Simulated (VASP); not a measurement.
# Si2Ni (Fm-3m) in VASP: further runs, part 2 of 2

VASP 6.6.1.

## (4) Single point, LDA, collinear spin, ferromagnetic start

This run uses another cell than the first one, of 15.07 Å³/atom, 1.054 times its volume.

File INCAR:

```
SYSTEM = Si2Ni
PREC = Accurate
ENCUT = 520
EDIFF = 1E-6
ISMEAR = 0
SIGMA = 0.15
LREAL = .False.
LASPH = .True.
NELM = 150
ALGO = Normal
ISIF = 2
LWAVE = .False.
LCHARG = .True.
ISPIN = 2
MAGMOM = 0 0 0.625
LORBIT = 11
NUPDOWN = 0.625
LMAXMIX = 4
GGA = CA
LELF = .True.
LVHAR = .True.
NBANDS = 20
```

File KPOINTS:

```
Automatic mesh
0
Gamma
  14 14 14
  0 0 0
```

File POSCAR:

```
Si2Ni
1.0
    0.0000000000      2.8272425872      2.8272425872
    2.8272425872      0.0000000000      2.8272425872
    2.8272425872      2.8272425872      0.0000000000
Si Ni
2 1
Direct
    0.2500000000      0.2500000000      0.2500000000
    0.7500000000      0.7500000000      0.7500000000
    0.0000000000      0.0000000000      0.0000000000
```

Potentials or basis: VASP PAW LDA potentials, release 64 (Si, Ni).

On the command line:

```
> cat potpaw_LDA.64/Si/POTCAR potpaw_LDA.64/Ni/POTCAR > POTCAR
> mpirun -np 1 vasp_std > vasp.out
```

OUTCAR:

```text
SYSTEM = Si2Ni
   PREC = Accurate
   ENCUT = 520
   EDIFF = 1E-6
   ISMEAR = 0
   LREAL = .False.
   LASPH = .True.
   NELM = 150
   ISIF = 2
   ISPIN = 2
   LORBIT = 11
   NUPDOWN = 0.625
   GGA = CA

 ion  position               nearest neighbor table
   1  0.250  0.250  0.250-   3 2.45   3 2.45   3 2.45   3 2.45   2 2.83   2 2.83   2 2.83   2 2.83
                             2 2.83   2 2.83
   2  0.750  0.750  0.750-   3 2.45   3 2.45   3 2.45   3 2.45   1 2.83   1 2.83   1 2.83   1 2.83
                             1 2.83   1 2.83
   3  0.000  0.000  0.000-   2 2.45   2 2.45   2 2.45   1 2.45   2 2.45   1 2.45   1 2.45   1 2.45

  LATTYP: Found a face centered cubic cell.
 ALAT       =     5.6544851744

  Lattice vectors:

 A1 = (   0.0000000000,   2.8272425872,   2.8272425872)
 A2 = (   2.8272425872,   0.0000000000,   2.8272425872)
 A3 = (   2.8272425872,   2.8272425872,   0.0000000000)

Analysis of symmetry for initial positions (statically):
[... 758 lines left out ...]
      2       4.1531      1.00000
      3       4.1531      1.00000
      4       4.1531      1.00000
      5       5.6930      1.00000
      6       5.6930      1.00000
[... 541 lines left out ...]
     19      20.7921      0.00000
     20      22.4642      0.00000

 [... further k-points ...]
[... 5 lines left out ...]
  --------------------------------------------------------------------------------------
  -------------------------------------------------------------------------------------
  Total       -5.0092108     -5.0092108     -5.0092108     -0.0000000     -0.0000000     -0.0000000
  in kB     -177.5663506   -177.5663506   -177.5663506     -0.0000000     -0.0000000     -0.0000000
  external PRESSURE =    -177.5663506 kB  Pullay stress =       0.0000000 kB

 VOLUME and BASIS-vectors are now :
 -----------------------------------------------------------------------------
  energy-cutoff  :      520.00
  volume of cell :       45.20
      direct lattice vectors                 reciprocal lattice vectors
     0.000000000  2.827242587  2.827242587    -0.176850760  0.176850760  0.176850760
     2.827242587  0.000000000  2.827242587     0.176850760 -0.176850760  0.176850760
     2.827242587  2.827242587  0.000000000     0.176850760  0.176850760 -0.176850760

 POSITION                                       TOTAL-FORCE (eV/Angst)
 -----------------------------------------------------------------------------------
      1.41362      1.41362      1.41362        -0.000000      0.000000     -0.000000
      4.24086      4.24086      4.24086         0.000000     -0.000000      0.000000
      0.00000      0.00000      0.00000         0.000000      0.000000      0.000000
 -----------------------------------------------------------------------------------
    total drift:                                0.000000     -0.000000     -0.000000

  FREE ENERGIE OF THE ION-ELECTRON SYSTEM (eV)
  ---------------------------------------------------
  free  energy   TOTEN  =       -19.2781612854 eV

  energy  without entropy=      -19.2677755556  energy(sigma->0) =      -19.27296842

 total charge

# of ion       s       p       d       tot
------------------------------------------
    1        0.779   0.762   0.000   1.541
    2        0.779   0.762   0.000   1.541
    3        0.503   0.616   8.406   9.525
--------------------------------------------------
tot          2.061   2.140   8.406  12.607

 magnetization (x)

# of ion       s       p       d       tot
------------------------------------------
    1        0.038   0.037   0.000   0.075
    2        0.038   0.037   0.000   0.075
    3        0.004   0.035   0.263   0.302
--------------------------------------------------
tot          0.080   0.108   0.263   0.452
```

OSZICAR:

```text
N       E                     dE             d eps       ncg     rms          rms(c)
DAV:   1     0.695091548881E+02    0.69509E+02   -0.70033E+03  8392   0.858E+02
DAV:   2    -0.160916899452E+02   -0.85601E+02   -0.76393E+02  8672   0.191E+02
DAV:   3    -0.209828120453E+02   -0.48911E+01   -0.47500E+01 10164   0.483E+01
DAV:   4    -0.210660777833E+02   -0.83266E-01   -0.83061E-01  9684   0.564E+00
DAV:   5    -0.210680395791E+02   -0.19618E-02   -0.19615E-02 10204   0.974E-01    0.149E+01
DAV:   6    -0.264818409278E+02   -0.54138E+01   -0.32368E+01  9504   0.116E+02    0.256E+01
DAV:   7    -0.195080140109E+02    0.69738E+01   -0.97950E+00 10628   0.708E+01    0.398E+00
DAV:   8    -0.193128998274E+02    0.19511E+00   -0.12382E+00 11324   0.169E+01    0.223E+00
DAV:   9    -0.192794846723E+02    0.33415E-01   -0.22691E-01 10684   0.571E+00    0.532E-01
DAV:  10    -0.192785427045E+02    0.94197E-03   -0.63179E-03 12112   0.948E-01    0.303E-01
DAV:  11    -0.192781897474E+02    0.35296E-03   -0.54740E-04 11248   0.259E-01    0.148E-01
DAV:  12    -0.192781700166E+02    0.19731E-04   -0.64230E-05 10632   0.754E-02    0.369E-02
DAV:  13    -0.192781632305E+02    0.67861E-05   -0.69512E-06 11624   0.392E-02    0.194E-02
DAV:  14    -0.192781611124E+02    0.21181E-05   -0.32694E-06  9828   0.349E-02    0.634E-03
DAV:  15    -0.192781612854E+02   -0.17291E-06   -0.10047E-06  5332   0.165E-02
   1 F= -.19278161E+02 E0= -.19272968E+02  d E =-.103857E-01  mag=     0.6250
```

stdout:

```text
POSCAR found type information on POSCAR SiNi
 POSCAR found :  2 types and       3 ions
 scaLAPACK will be used
 LDA part: xc-table for (Slater(with rela. corr.)+CA(PZ))
 , standard interpolation
 POSCAR, INCAR and KPOINTS ok, starting setup
 FFT: planning ... GRIDC
 FFT: planning ... GRID_SOFT
 FFT: planning ... GRID
 WAVECAR not read
 entering main loop
```

Wall time 97 s (1 thread of Intel Xeon 6975P-C (Granite Rapids), shared host); peak memory 0.25 GiB.

Results:

* Free energy: -19.2782 eV
* Pressure: -17.8 GPa
* Net moment: 0.62 μB per cell
* Site moments: Si +0.07; Ni +0.30 μB
* Valence electrons inside the program's atomic spheres: Si 1.54; Ni 9.53

Caveat: the total moment is fixed, so each spin has its own Fermi level.

## (5) Single point, LDA, collinear spin, ferromagnetic start

This run uses another cell than the first one, of 15.07 Å³/atom, 1.054 times its volume.

File INCAR:

```
PREC = Accurate
ENCUT = 520
EDIFF = 1E-6
ISMEAR = 0
SIGMA = 0.15
LREAL = F
LASPH = T
NELM = 150
ALGO = Normal
ISIF = 2
LWAVE = F
LCHARG = T
ISPIN = 2
MAGMOM = 0 0 0.125
LORBIT = 11
NUPDOWN = 0.125
LMAXMIX = 4
GGA = CA
LELF = T
LVHAR = T
NBANDS = 20
```

File KPOINTS:

```
regular mesh
0
Gamma
  14 14 14
```

POSCAR is that of step 4.

On the command line:

```
> cat potpaw_LDA.64/Si/POTCAR potpaw_LDA.64/Ni/POTCAR > POTCAR
> mpirun -np 1 vasp_std > vasp.out
```

Run time: 93 s. Hardware: 1 thread of Intel Xeon 6975P-C (Granite Rapids), shared host; peak memory 0.25 GiB.

Results (log left out):

```yaml
Free_energy: -19.4313 eV
Pressure: -18.7 GPa
Net_moment: 0.12 μB per cell
Site_moments: Si +0.01; Ni +0.07 μB
Valence_electrons_inside_the_program's_atomic_spheres: Si 1.54; Ni 9.53
```

Caveat: the total moment is fixed, so each spin has its own Fermi level.

## (6) Single point, LDA, collinear spin, ferromagnetic start

This run uses another cell than the first one, of 15.07 Å³/atom, 1.054 times its volume.

File INCAR:

```
SYSTEM = Si2Ni
PREC     = Accurate       ! precision mode
ENCUT    = 520            ! plane-wave cutoff, eV
EDIFF    = 1E-6           ! SCF threshold, eV
ISMEAR   = 0              ! smearing method
SIGMA    = 0.15           ! smearing width, eV
LREAL    = .FALSE.        ! projectors in reciprocal space
LASPH    = .TRUE.         ! aspherical terms in the spheres
NELM     = 150            ! most SCF steps
ALGO     = Normal         ! electronic algorithm
ISIF     = 2              ! what is computed and relaxed
LWAVE    = .FALSE.        ! write WAVECAR
LCHARG   = .FALSE.        ! write CHGCAR
ISPIN    = 2              ! spin polarisation
MAGMOM   = 0 0 0.375      ! initial moments
LORBIT   = 11             ! projections on sites
NUPDOWN  = 0.375          ! fixed moment
LMAXMIX  = 4              ! l up to which the mixer works
NBANDS   = 20             ! bands
```

File KPOINTS:

```
Automatic mesh
0
G
  14 14 14
  0 0 0
```

POSCAR is that of step 5.

Potentials or basis: VASP PAW LDA potentials, release 64 (Si, Ni).

On the command line:

```
> cat potpaw_LDA.64/Si/POTCAR potpaw_LDA.64/Ni/POTCAR > POTCAR
> mpirun -np 1 vasp_std > vasp.out
```

OUTCAR:

```text
SYSTEM = Si2Ni
   PREC = Accurate
   ENCUT = 520
   EDIFF = 1E-6
   ISMEAR = 0
   LREAL = .FALSE.
   LASPH = .TRUE.
   NELM = 150
   ISIF = 2
   ISPIN = 2
   LORBIT = 11
   NUPDOWN = 0.375

 ion  position               nearest neighbor table
   1  0.250  0.250  0.250-   3 2.45   3 2.45   3 2.45   3 2.45   2 2.83   2 2.83   2 2.83   2 2.83
                             2 2.83   2 2.83
   2  0.750  0.750  0.750-   3 2.45   3 2.45   3 2.45   3 2.45   1 2.83   1 2.83   1 2.83   1 2.83
                             1 2.83   1 2.83
   3  0.000  0.000  0.000-   2 2.45   2 2.45   2 2.45   1 2.45   2 2.45   1 2.45   1 2.45   1 2.45

  LATTYP: Found a face centered cubic cell.
 ALAT       =     5.6544851744

  Lattice vectors:

 A1 = (   0.0000000000,   2.8272425872,   2.8272425872)
 A2 = (   2.8272425872,   0.0000000000,   2.8272425872)
 A3 = (   2.8272425872,   2.8272425872,   0.0000000000)

Analysis of symmetry for initial positions (statically):
=====================================================================
 Subroutine PRICEL returns:
 Original cell was already a primitive cell.

 Routine SETGRP: Setting up the symmetry group for a
 face centered cubic supercell.

 Subroutine GETGRP returns: Found 48 space group operations
 (whereof 48 operations were pure point group operations)
 out of a pool of 48 trial point group operations.

The static configuration has the point symmetry O_h .

Analysis of symmetry for dynamics (positions and initial velocities):
=====================================================================
 Subroutine PRICEL returns:
 Original cell was already a primitive cell.

 Routine SETGRP: Setting up the symmetry group for a
 face centered cubic supercell.

 Subroutine GETGRP returns: Found 48 space group operations
 (whereof 48 operations were pure point group operations)
 out of a pool of 48 trial point group operations.

The dynamic configuration has the point symmetry O_h .

Analysis of structural, dynamic, and magnetic symmetry:
=====================================================================
 Subroutine PRICEL returns:
 Original cell was already a primitive cell.

 Routine SETGRP: Setting up the symmetry group for a
 face centered cubic supercell.

 Subroutine GETGRP returns: Found 48 space group operations
 (whereof 48 operations were pure point group operations)
 out of a pool of 48 trial point group operations.

The overall configuration has the point symmetry O_h .

 Subroutine INISYM returns: Found 48 space group operations
 (whereof 48 operations are pure point group operations),
 and found     1 'primitive' translations

----------------------------------------------------------------------------------------

                                     Primitive cell

  volume of cell :      45.1980

  direct lattice vectors                    reciprocal lattice vectors
     0.000000000  2.827242587  2.827242587    -0.176850760  0.176850760  0.176850760
     2.827242587  0.000000000  2.827242587     0.176850760 -0.176850760  0.176850760
     2.827242587  2.827242587  0.000000000     0.176850760  0.176850760 -0.176850760

  length of vectors
     3.998324811  3.998324811  3.998324811     0.306314502  0.306314502  0.306314502

  position of ions in fractional coordinates (direct lattice)
     0.250000000  0.250000000  0.250000000
     0.750000000  0.750000000  0.750000000
     0.000000000  0.000000000  0.000000000

  ion indices of the primitive-cell ions
   primitive index   ion index
                 1           1
[... 69 lines left out ...]
   LNONCOLLINEAR =      F non collinear calculations
   LSORBIT =      F    spin-orbit coupling
   LASPH  =      T    aspherical Exc in radial PAW
   ENCUT  =  520.0 eV  38.22 Ry    6.18 a.u.   7.43  7.43  7.43*2*pi/ulx,y,z
   NELM   =    150;   NELMIN=  2; NELMDL= -5     # of ELM steps
   EDIFF  = 0.1E-05   stopping-criterion for ELM
   LREAL  =      F    real-space projection
   EDIFFG = 0.1E-04   stopping-criterion for IOM
   NSW    =      0    number of steps for IOM
   IBRION =     -1    ionic relax: 0-MD 1-quasi-New 2-CG
   NFREE  =      0    steps in history (QN), initial steepest desc. (CG)
   ISIF   =      2    stress and relaxation
   ISYM   =      2    0-nonsym 1-usesym 2-fastsym
   POTIM  = 0.5000    time-step for ionic-motion
   TEBEG  =    0.0;   TEEND  =   0.0 temperature during run
   PSTRESS=    0.0 pullay stress
   NELECT =      18.0000    total number of electrons
   NUPDOWN=       0.3750    fix difference up-down
   EMIN   =  10.00;   EMAX   =-10.00  energy-range for DOS
   EFERMI =   0.00;   METHOD = LEGACY
   ISMEAR =     0;   SIGMA  =   0.15  broadening in eV -4-tet -1-fermi 0-gaus
   EFERMI_NEDOS =   21; number of points for ismear=-14 and -15
   IALGO  =     38    algorithm
   IMIX   =      4    mixing-type and parameters
     AMIX     =   0.40;   BMIX     =  1.00
     AMIX_MAG =   1.60;   BMIX_MAG =  1.00
  volume/ion in A,a.u.               =      15.07       101.67
  Fermi-wavevector in a.u.,A,eV,Ry     =   1.204461  2.276100 19.738316  1.450725
  Thomas-Fermi vector in A             =   2.340185
   LORBIT       =     11    0 simple, 1 ext, 2 COOP (PROOUT), +10 PAW based schemes
   GGA     = CA    functional components
   LHFCALC =     F    Hartree Fock is set to
   AEXX    =    0.0000 exact exchange contribution
   IVDW    =     0    specifies the selected vdW correction
   LEPSILON=     F    determine dielectric tensor
   LRPA    =     F    only Hartree local field effects (RPA)
 spin polarized calculation
 Gauss-broadening in eV      SIGMA  =   0.15
  energy-cutoff  :      520.00
  volume of cell :       45.20
 maximum number of plane-waves:      1243
 NGX is ok and might be reduce to    30
   NGX = 15   NGY = 15   NGZ = 15

 number of electron      17.9999997 magnetization       0.3750000

 Free energy of the ion-electron system (eV)
  ---------------------------------------------------
  ext. energy  EPLUGINS =         0.00000000
  ---------------------------------------------------
  free energy    TOTEN  =       -19.37959285 eV

  energy without entropy =      -19.36657240  energy(sigma->0) =      -19.37308262

 E-fermi :   7.9938     XC(G=0): -11.1570

 val. band max:        8.5993226112   @ k =   0.1429   0.0000   0.0000
 cond. band min:       7.9990981200   @ k =  -0.1429   0.0714   0.0000
 fundamental gap:     -0.6002244912
 Fermi energy:         8.6032729653

 spin component 1

 k-point     1 :       0.0000    0.0000    0.0000
  band No.  band energies     occupation
      1      -4.1699      1.00000
      2       3.9755      1.00000
      3       3.9755      1.00000
      4       3.9755      1.00000
      5       5.5288      1.00000
      6       5.5288      1.00000
[... 541 lines left out ...]
     19      20.7062      0.00000
     20      22.3481      0.00000

 [... further k-points ...]

 spin component 2

 k-point     1 :       0.0000    0.0000    0.0000
  band No.  band energies     occupation
      1      -4.0934      1.00000
      2       4.1172      1.00000
      3       4.1172      1.00000
      4       4.1172      1.00000
      5       5.6623      1.00000
      6       5.6623      1.00000
[... 541 lines left out ...]
     19      20.7700      0.00000
     20      22.4334      0.00000

 [... further k-points ...]
[... 5 lines left out ...]
  --------------------------------------------------------------------------------------
  -------------------------------------------------------------------------------------
  Total       -5.2135255     -5.2135255     -5.2135255     -0.0000000      0.0000000      0.0000000
  in kB     -184.8088933   -184.8088933   -184.8088933     -0.0000000      0.0000000      0.0000000
  external PRESSURE =    -184.8088933 kB  Pullay stress =       0.0000000 kB

 VOLUME and BASIS-vectors are now :
 -----------------------------------------------------------------------------
  energy-cutoff  :      520.00
  volume of cell :       45.20
      direct lattice vectors                 reciprocal lattice vectors
     0.000000000  2.827242587  2.827242587    -0.176850760  0.176850760  0.176850760
     2.827242587  0.000000000  2.827242587     0.176850760 -0.176850760  0.176850760
     2.827242587  2.827242587  0.000000000     0.176850760  0.176850760 -0.176850760

 POSITION                                       TOTAL-FORCE (eV/Angst)
 -----------------------------------------------------------------------------------
      1.41362      1.41362      1.41362         0.000000      0.000000      0.000000
      4.24086      4.24086      4.24086        -0.000000     -0.000000     -0.000000
      0.00000      0.00000      0.00000        -0.000000      0.000000     -0.000000
 -----------------------------------------------------------------------------------
    total drift:                                0.000000     -0.000000     -0.000000

  FREE ENERGIE OF THE ION-ELECTRON SYSTEM (eV)
  ---------------------------------------------------
  free  energy   TOTEN  =       -19.3795928506 eV

  energy  without entropy=      -19.3665723973  energy(sigma->0) =      -19.37308262

 total charge

# of ion       s       p       d       tot
------------------------------------------
    1        0.776   0.763   0.000   1.539
    2        0.776   0.763   0.000   1.539
    3        0.503   0.621   8.405   9.528
--------------------------------------------------
tot          2.054   2.147   8.405  12.606

 magnetization (x)

# of ion       s       p       d       tot
------------------------------------------
    1        0.025   0.020   0.000   0.045
    2        0.025   0.020   0.000   0.045
    3        0.002   0.018   0.171   0.190
--------------------------------------------------
tot          0.052   0.058   0.171   0.280
```

Run time: 79 s. Hardware: 1 thread of Intel Xeon 6975P-C (Granite Rapids), shared host; peak memory 0.25 GiB.

Results:

- Free energy: -19.3796 eV
- Pressure: -18.5 GPa
- Net moment: 0.38 μB per cell
- Site moments: Si +0.04; Ni +0.19 μB
- Valence electrons inside the program's atomic spheres: Si 1.54; Ni 9.53

Caveat: the total moment is fixed, so each spin has its own Fermi level.

## (7) Summary

| fixed moment (μB) | cell | pressure (GPa) | moment (μB) |
| --- | --- | --- | --- |
| 0.25 | a = 3.929 Å, angles 60.0°, 3 atoms | -14.3 | 0.25 |
| 0.375 | a = 3.929 Å, angles 60.0°, 3 atoms | -14.2 | 0.38 |
| 0.625 | a = 3.998 Å, angles 60.0°, 3 atoms | -17.8 | 0.62 |
| 0.125 | a = 3.998 Å, angles 60.0°, 3 atoms | -18.7 | 0.12 |
| 0.375 | a = 3.998 Å, angles 60.0°, 3 atoms | -18.5 | 0.38 |

Alike in all rows: task single point; level LDA; potentials or basis VASP PAW LDA potentials, release 64 (Si, Ni); spin collinear, ferromagnetic start; k mesh 14 × 14 × 14; cutoff (eV) 520; smearing gaussian 0.15 eV.

Caveats: the total moment is fixed, so each spin has its own Fermi level.

Total energies depend on the potentials used, so only differences within one code and one set of settings carry meaning.
